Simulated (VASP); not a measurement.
The system is HfB2.

```
Hf B
1.0
     3.14000    0.00000    0.00000
    -1.57000    2.71932    0.00000
     0.00000    0.00000    3.48000
Hf B
1 2
Direct
  0.00000 0.00000 0.00000
  0.66667 0.33333 0.50000
  0.33333 0.66667 0.50000
```

* Program: VASP 6.6.1
* Task: relaxation of cell and atoms
* Functional: PBE
* Potentials or basis: VASP PAW PBE potentials, release 64 (Hf_pv, B)
* Cutoff: 600 eV
* k mesh: 10 × 10 × 8
* Occupations: fermi-dirac, width 0.05 eV
* Spin: no spin polarisation
* Hubbard terms: Hf d U = 4.0 eV

At the start: pressure 12.8 GPa; volume 9.90 Å³/atom.

Problem. Where does the relaxation end?

Solution. Over 7 steps the energy falls by 21.0 meV/atom and the volume is 10.41 Å³/atom (+5.1 %); space group P6/mmm (No. 191, to 0.1 Å) before and after.

Step by step:
| step | energy change (eV) | largest force (eV/Å) | pressure (GPa) | volume (Å³) |
| --- | --- | --- | --- | --- |
| 1 | 0.0000 | 0.0000 | 12.76 | 29.71 |
| 2 | 0.0218 | 0.0000 | -12.92 | 33.23 |
| 3 | -0.0606 | 0.0000 | -0.42 | 31.28 |
| 4 | -0.0606 | 0.0000 | -0.17 | 31.25 |
| 5 | -0.0631 | 0.0000 | 0.12 | 31.23 |
| 6 | -0.0631 | 0.0000 | 0.15 | 31.23 |
| 7 | -0.0631 | 0.0000 | 0.15 | 31.23 |

Final structure:
```yaml
crystal:
  lattice:
    - [3.17517, 0.00000, 0.00000]
    - [-1.58759, 2.74978, 0.00000]
    - [0.00000, 0.00000, 3.57718]
  atoms:
    - { symbol: Hf, position: [0.00000, 0.00000, 0.00000] }
    - { symbol: B, position: [0.66667, 0.33333, 0.50000] }
    - { symbol: B, position: [0.33333, 0.66667, 0.50000] }
```

Caveat: U without spin polarisation on a metal has little footing; the U is typed as a test and isn't derived for this compound.
